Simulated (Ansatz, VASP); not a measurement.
Sb2Se3: VASP beside Ansatz

```
CELL_PARAMETERS angstrom
12.83346 0.00000 0.00000
0.00000 4.03147 0.00000
0.00000 0.00000 11.54490
ATOMIC_POSITIONS crystal
Sb 0.03604 0.25000 0.33190
Sb 0.96396 0.75000 0.66810
Sb 0.46396 0.75000 0.83190
Sb 0.53604 0.25000 0.16810
Sb 0.13721 0.75000 0.03699
Sb 0.86279 0.25000 0.96301
Sb 0.36279 0.25000 0.53699
Sb 0.63721 0.75000 0.46301
Se 0.04742 0.25000 0.86704
Se 0.95258 0.75000 0.13296
Se 0.45258 0.75000 0.36704
Se 0.54742 0.25000 0.63296
Se 0.12753 0.75000 0.45219
Se 0.87247 0.25000 0.54781
Se 0.37247 0.25000 0.95219
Se 0.62753 0.75000 0.04781
Se 0.20418 0.25000 0.19092
Se 0.79582 0.75000 0.80908
Se 0.29582 0.75000 0.69092
Se 0.70418 0.25000 0.30908
```

Alike in both runs: functional PBE; k mesh 2 × 6 × 2; occupations fermi-dirac, width 0.02 eV; no spin polarisation.

Ansatz relaxed the structure, and its values are those at the end. VASP's run is a single point on that final structure, the one shown.

|  | VASP | Ansatz |
| --- | --- | --- |
| version | VASP 6.6.1 | Ansatz 0.2.0 |
| potentials or method | VASP PAW PBE potentials, release 64 (Sb, Se), cutoff 520 eV | PAW plane waves |
| valence electrons in the cell | 112 | 312 |

```csv
,VASP,Ansatz,Ansatz less VASP
gap on the k mesh at the Fermi level (eV),0.85,0.88,+0.021
pressure (GPa),0.0,0.0,-0.03
rms of the force components (eV/Å),0.015,0.001,-0.0140
```

VASP's potentials hold 112 valence electrons a cell and Ansatz's 312, so a difference there can come from the potentials and not from the codes.

Spin-orbit coupling is off throughout.
